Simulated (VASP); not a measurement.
# Os (Im-3m) in VASP: single point with PBE

Aim: the single point of Os with PBE.

All numbers are computed with VASP 6.6.1; they aren't measurements. Logs are shortened: lines on timing, memory, paths and dates and some standing lists are left out, and cuts for length are marked.

**1. The cell of the first run**

It takes space group Im-3m (No. 229, cubic). The conventional cell has a = 3.093 Å, b = 3.093 Å, c = 3.093 Å, α = 90.00°, β = 90.00°, γ = 90.00°. Os (site symmetry m-3m) has 14 Os at 2.68 to 3.09 Å within 3.5 Å.

This isn't the form of Os at room conditions, which is hcp.

**2. Single point, PBE (14.79 Å³/atom)**

Contents of POSCAR:

```
Os
1.0
   -1.5462720846      1.5462720846      1.5462720846
    1.5462720846     -1.5462720846      1.5462720846
    1.5462720846      1.5462720846     -1.5462720846
Os
1
Direct
    0.0000000000      0.0000000000      0.0000000000
```

Contents of INCAR.step1:

```
SYSTEM = Os
ALGO     = Normal         ! electronic algorithm
EDIFF    = 1E-6           ! SCF threshold, eV
ENCUT    = 520            ! plane-wave cutoff, eV
GGA      = PE             ! functional
ISIF     = 2              ! what is computed and relaxed
ISMEAR   = -1             ! smearing method
LASPH    = .TRUE.         ! aspherical terms in the spheres
LCHARG   = .TRUE.         ! write CHGCAR
LMAXMIX  = 4              ! l up to which the mixer works
LREAL    = .FALSE.        ! projectors in reciprocal space
LWAVE    = .FALSE.        ! write WAVECAR
NBANDS   = 10             ! bands
NELM     = 100            ! most SCF steps
PREC     = Accurate       ! precision mode
SIGMA    = 0.1            ! smearing width, eV
```

Contents of KPOINTS.step1:

```
k-points
0
G
  17 17 17
  0 0 0
```

Contents of INCAR.step2:

```
SYSTEM = Os
ALGO     = Normal         ! electronic algorithm
EDIFF    = 1E-6           ! SCF threshold, eV
ENCUT    = 520            ! plane-wave cutoff, eV
GGA      = PE             ! functional
ICHARG   = 11             ! starting density
ISIF     = 2              ! what is computed and relaxed
ISMEAR   = -5             ! smearing method
LASPH    = .TRUE.         ! aspherical terms in the spheres
LCHARG   = .FALSE.        ! write CHGCAR
LMAXMIX  = 4              ! l up to which the mixer works
LORBIT   = 11             ! projections on sites
LREAL    = .FALSE.        ! projectors in reciprocal space
LWAVE    = .FALSE.        ! write WAVECAR
NBANDS   = 10             ! bands
NEDOS    = 2001           ! points of the DOS
NELM     = 100            ! most SCF steps
PREC     = Accurate       ! precision mode
SIGMA    = 0.1            ! smearing width, eV
```

Contents of KPOINTS.step2:

```
k-points
0
G
  26 26 26
  0 0 0
```

Potentials or basis: VASP PAW PBE potentials, release 64 (Os).

The run is started by

```console
cat potpaw_PBE.64/Os/POTCAR > POTCAR
cp INCAR.step1 INCAR
cp KPOINTS.step1 KPOINTS
mpirun -np 1 vasp_std > vasp.out
cp INCAR.step2 INCAR
cp KPOINTS.step2 KPOINTS
mpirun -np 1 vasp_std > vasp.out
```

OUTCAR:

```text
SYSTEM = Os
   EDIFF = 1E-6
   ENCUT = 520
   GGA = PE
   ICHARG = 11
   ISIF = 2
   ISMEAR = -5
   LASPH = .TRUE.
   LORBIT = 11
   LREAL = .FALSE.
   NELM = 100
   PREC = Accurate

 ion  position               nearest neighbor table
   1  0.000  0.000  0.000-

  LATTYP: Found a body centered cubic cell.
 ALAT       =     3.0925441692

  Lattice vectors:

 A1 = (  -1.5462720846,   1.5462720846,   1.5462720846)
 A2 = (   1.5462720846,  -1.5462720846,   1.5462720846)
 A3 = (   1.5462720846,   1.5462720846,  -1.5462720846)

Analysis of symmetry for initial positions (statically):
=====================================================================
 Subroutine PRICEL returns:
 Original cell was already a primitive cell.

 Routine SETGRP: Setting up the symmetry group for a
 body centered cubic supercell.

 Subroutine GETGRP returns: Found 48 space group operations
 (whereof 48 operations were pure point group operations)
 out of a pool of 48 trial point group operations.

The static configuration has the point symmetry O_h .

Analysis of symmetry for dynamics (positions and initial velocities):
=====================================================================
 Subroutine PRICEL returns:
 Original cell was already a primitive cell.

 Routine SETGRP: Setting up the symmetry group for a
 body centered cubic supercell.

 Subroutine GETGRP returns: Found 48 space group operations
 (whereof 48 operations were pure point group operations)
 out of a pool of 48 trial point group operations.

The dynamic configuration has the point symmetry O_h .

 Subroutine INISYM returns: Found 48 space group operations
 (whereof 48 operations are pure point group operations),
 and found     1 'primitive' translations

----------------------------------------------------------------------------------------

                                     Primitive cell

  volume of cell :      14.7883

  direct lattice vectors                    reciprocal lattice vectors
    -1.546272085  1.546272085  1.546272085     0.000000000  0.323358357  0.323358357
     1.546272085 -1.546272085  1.546272085     0.323358357  0.000000000  0.323358357
     1.546272085  1.546272085 -1.546272085     0.323358357  0.323358357  0.000000000

  length of vectors
     2.678221813  2.678221813  2.678221813     0.457297773  0.457297773  0.457297773

  position of ions in fractional coordinates (direct lattice)
     0.000000000  0.000000000  0.000000000

  ion indices of the primitive-cell ions
   primitive index   ion index
                 1           1

----------------------------------------------------------------------------------------

 KPOINTS: k-points

Automatic generation of k-mesh.
 Grid dimensions read from file:
 generate k-points for:   26   26   26

 Generating k-lattice:

  Cartesian coordinates                     Fractional coordinates (reciprocal lattice)
     0.000000000  0.012436860  0.012436860     0.038461538  0.000000000  0.000000000
     0.012436860  0.000000000  0.012436860     0.000000000  0.038461538  0.000000000
     0.012436860  0.012436860  0.000000000     0.000000000  0.000000000  0.038461538

  Length of vectors
     0.017588376  0.017588376  0.017588376

  Shift w.r.t. Gamma in fractional coordinates (k-lattice)
     0.000000000  0.000000000  0.000000000

 TETIRR: Found  21036 inequivalent tetrahedra from   105456

 Subroutine IBZKPT returns following result:
 ===========================================

 Found    511 irreducible k-points:

 Following reciprocal coordinates:
            Coordinates               Weight
  0.000000  0.000000  0.000000      1.000000
  0.038462  0.000000  0.000000     12.000000
  0.076923  0.000000  0.000000     12.000000
  0.115385  0.000000  0.000000     12.000000
  0.153846  0.000000  0.000000     12.000000
  0.192308  0.000000  0.000000     12.000000
[... 16 lines left out ...]
  0.346154  0.038462  0.000000     48.000000
  0.384615  0.038462 -0.000000     48.000000
 [... further k-points ...]
   k-points           NKPTS =    511   k-points in BZ     NKDIM =    511   number of bands    NBANDS=     10
   number of dos      NEDOS =   2001   number of ions     NIONS =      1
   total plane-waves  NPLWV =   8000
   dimension x,y,z NGX =    20 NGY =   20 NGZ =   20
   dimension x,y,z NGXF=    40 NGYF=   40 NGZF=   40
   ions per type =               1
   NGX,Y,Z   is equivalent  to a cutoff of  12.41, 12.41, 12.41 a.u.
   NGXF,Y,Z  is equivalent  to a cutoff of  24.83, 24.83, 24.83 a.u.
 SYSTEM =  Os
   PREC   = accura    normal or accurate (medium, high low for compatibility)
   ISTART =      0    job   : 0-new  1-cont  2-samecut
   ICHARG =     11    charge: 1-file 2-atom 10-const
   ISPIN  =      1    spin polarized calculation?
   LNONCOLLINEAR =      F non collinear calculations
   LSORBIT =      F    spin-orbit coupling
   LASPH  =      T    aspherical Exc in radial PAW
   ENCUT  =  520.0 eV  38.22 Ry    6.18 a.u.   4.98  4.98  4.98*2*pi/ulx,y,z
   NELM   =    100;   NELMIN=  2; NELMDL=  0     # of ELM steps
   EDIFF  = 0.1E-05   stopping-criterion for ELM
   LREAL  =      F    real-space projection
   EDIFFG = 0.1E-04   stopping-criterion for IOM
   NSW    =      0    number of steps for IOM
   IBRION =     -1    ionic relax: 0-MD 1-quasi-New 2-CG
   NFREE  =      0    steps in history (QN), initial steepest desc. (CG)
   ISIF   =      2    stress and relaxation
   ISYM   =      2    0-nonsym 1-usesym 2-fastsym
   POTIM  = 0.5000    time-step for ionic-motion
   TEBEG  =    0.0;   TEEND  =   0.0 temperature during run
   PSTRESS=    0.0 pullay stress
   NELECT =       8.0000    total number of electrons
   NUPDOWN=      -1.0000    fix difference up-down
   EMIN   =  10.00;   EMAX   =-10.00  energy-range for DOS
   EFERMI =   0.00;   METHOD = LEGACY
   ISMEAR =    -5;   SIGMA  =   0.10  broadening in eV -4-tet -1-fermi 0-gaus
   EFERMI_NEDOS =   21; number of points for ismear=-14 and -15
   IALGO  =     38    algorithm
   IMIX   =      4    mixing-type and parameters
     AMIX     =   0.40;   BMIX     =  1.00
     AMIX_MAG =   1.60;   BMIX_MAG =  1.00
  volume/ion in A,a.u.               =      14.79        99.80
  Fermi-wavevector in a.u.,A,eV,Ry     =   1.333928  2.520758 24.209700  1.779363
  Thomas-Fermi vector in A             =   2.462748
   LORBIT       =     11    0 simple, 1 ext, 2 COOP (PROOUT), +10 PAW based schemes
   GGA     = PE    functional components
   LHFCALC =     F    Hartree Fock is set to
   AEXX    =    0.0000 exact exchange contribution
   IVDW    =     0    specifies the selected vdW correction
   LEPSILON=     F    determine dielectric tensor
   LRPA    =     F    only Hartree local field effects (RPA)
 non-spin polarized calculation
 Fermi weights with tetrahedron method with Bloechl corrections
  energy-cutoff  :      520.00
  volume of cell :       14.79
 maximum number of plane-waves:       418

 number of electron       7.9999999 magnetization

 Free energy of the ion-electron system (eV)
  ---------------------------------------------------
  ext. energy  EPLUGINS =         0.00000000
  ---------------------------------------------------
  free energy    TOTEN  =       -10.36162777 eV

  energy without entropy =      -10.36162777  energy(sigma->0) =      -10.36162777

 E-fermi :   8.9196     XC(G=0): -13.7245

 val. band max:        9.0309100589   @ k =  -0.3846   0.3846   0.3846
 cond. band min:       8.8423877471   @ k =   0.5000   0.5000   0.3462
 fundamental gap:     -0.1885223118
 Fermi energy:         8.9195762582

 k-point     1 :       0.0000    0.0000    0.0000
  band No.  band energies     occupation
      1      -1.7920      2.00000
      2       5.6735      2.00000
      3       5.6735      2.00000
      4       5.6735      2.00000
      5       8.8583      2.00000
      6       8.8583      2.00000
      7      25.1236      0.00000
      8      25.1236      0.00000
      9      25.1236      0.00000
     10      36.7019      0.00000

 k-point     2 :       0.0385    0.0000    0.0000
  band No.  band energies     occupation
      1      -1.7225      2.00000
      2       5.6380      2.00000
      3       5.6703      2.00000
      4       5.7375      2.00000
      5       8.8057      2.00000
      6       8.8604      2.02471
      7      25.1731      0.00000
      8      25.2373      0.00000
      9      25.2491      0.00000
     10      35.8024      0.00000

 k-point     3 :       0.0769    0.0000    0.0000
  band No.  band energies     occupation
      1      -1.5170      2.00000
      2       5.5350      2.00000
      3       5.6564      2.00000
      4       5.9281      2.00000
      5       8.6667      2.00000
      6       8.8674      1.97987
      7      25.3048      0.00000
      8      25.5739      0.00000
      9      25.5900      0.00000
     10      34.3283      0.00000

 k-point     4 :       0.1154    0.0000    0.0000
  band No.  band energies     occupation
      1      -1.1857      2.00000
      2       5.3744      2.00000
      3       5.6210      2.00000
      4       6.2420      2.00000
      5       8.4905      2.00000
      6       8.8818      1.73307
      7      25.4614      0.00000
      8      26.0317      0.00000
      9      26.1217      0.00000
     10      33.1439      0.00000

 k-point     5 :       0.1538    0.0000    0.0000
  band No.  band energies     occupation
      1      -0.7474      2.00000
      2       5.1706      2.00000
      3       5.5556      2.00000
      4       6.6731      2.00000
      5       8.3385      2.00000
      6       8.9069      0.83097
      7      25.5320      0.00000
      8      26.3490      0.00000
      9      26.8626      0.00000
     10      32.1519      0.00000

 k-point     6 :       0.1923    0.0000    0.0000
  band No.  band energies     occupation
      1      -0.2337      2.00000
      2       4.9398      2.00000
      3       5.4713      2.00000
      4       7.2121      2.00000
      5       8.2587      2.00000
      6       8.9456      0.01551
      7      25.3711      0.00000
      8      26.2070      0.00000
      9      27.7745      0.00000
     10      31.7141      0.00000
[... 183 lines left out ...]
 k-point    21 :       0.2692    0.0385    0.0000
  band No.  band energies     occupation
      1       1.0483      2.00000
      2       4.3553      2.00000
      3       5.5125      2.00000
      4       8.3613      2.00000
      5       9.0274      0.50404
      6       9.1526      0.00000
      7      23.3988      0.00000
      8      24.0077      0.00000
      9      30.2649      0.00000
     10      30.8409      0.00000

 k-point    22 :       0.3077    0.0385   -0.0000
  band No.  band energies     occupation
      1       1.3327      2.00000
      2       4.1488      2.00000
      3       5.8885      2.00000
      4       8.5170      2.00000
      5       9.2346     -0.00375
      6       9.8080      0.00000
      7      21.9780      0.00000
      8      23.2347      0.00000
      9      29.3575      0.00000
     10      31.6835      0.00000

 k-point    23 :       0.3462    0.0385    0.0000
  band No.  band energies     occupation
      1       1.4597      2.00000
      2       3.9737      2.00000
      3       6.4783      2.00000
      4       8.6759      2.00000
      5       9.3251      0.00000
      6      10.5795      0.00000
      7      20.5601      0.00000
      8      22.5631      0.00000
      9      28.0792      0.00000
     10      32.9407      0.00000

 k-point    24 :       0.3846    0.0385   -0.0000
  band No.  band energies     occupation
      1       1.4839      2.00000
      2       3.8368      2.00000
      3       7.1781      2.00000
      4       8.7951      2.00000
      5       9.4293      0.00000
      6      11.2816      0.00000
      7      19.2726      0.00000
      8      22.0260      0.00000
      9      26.9595      0.00000
     10      33.8240      0.00000

 [... further k-points ...]
[... 5 lines left out ...]
  --------------------------------------------------------------------------------------
  -------------------------------------------------------------------------------------
  Total       -0.0632299     -0.0632299     -0.0632299      0.0000000      0.0000000      0.0000000
  in kB       -6.8503853     -6.8503853     -6.8503853      0.0000000      0.0000000      0.0000000
  external PRESSURE =      -6.8503853 kB  Pullay stress =       0.0000000 kB

 VOLUME and BASIS-vectors are now :
 -----------------------------------------------------------------------------
  energy-cutoff  :      520.00
  volume of cell :       14.79
      direct lattice vectors                 reciprocal lattice vectors
    -1.546272085  1.546272085  1.546272085     0.000000000  0.323358357  0.323358357
     1.546272085 -1.546272085  1.546272085     0.323358357  0.000000000  0.323358357
     1.546272085  1.546272085 -1.546272085     0.323358357  0.323358357  0.000000000

 POSITION                                       TOTAL-FORCE (eV/Angst)
 -----------------------------------------------------------------------------------
      0.00000      0.00000      0.00000         0.000000     -0.000000     -0.000000
 -----------------------------------------------------------------------------------
    total drift:                                0.000000      0.000000      0.000000

  FREE ENERGIE OF THE ION-ELECTRON SYSTEM (eV)
  ---------------------------------------------------
  free  energy   TOTEN  =       -10.3616277665 eV

  energy  without entropy=      -10.3616277665  energy(sigma->0) =      -10.36162777

 total charge

# of ion       s       p       d       tot
------------------------------------------
    1        0.630   0.682   5.970   7.282
```

It took 53 s on 1 thread of Intel Xeon Platinum 8259CL at 2.50GHz (Skylake/Cascade Lake), shared host; peak memory 0.23 GiB.

Results:

```yaml
Valence_electrons_inside_the_program's_atomic_spheres: Os 7.28
```

Levels at points of the mesh, in eV from the Fermi level:
```csv
k point,band 1,band 2,band 3,band 4,band 5,band 6,band 7,band 8,band 9
"(0.00, 0.00, 0.00)",-10.71,-3.25,-3.25,-3.25,-0.06,-0.06,16.20,16.20,16.20
"(0.50, 0.00, 0.00)",-7.52,-5.25,-0.21,-0.20,0.55,3.13,8.71,12.44,16.81
"(0.50, 0.50, 0.50)",-7.10,-7.10,2.33,2.33,2.33,7.78,7.78,7.78,15.03
```

Caveat: spin-orbit coupling is left out, which moves the levels of the heavy elements; tetrahedron occupations give inexact forces and stress in metals.
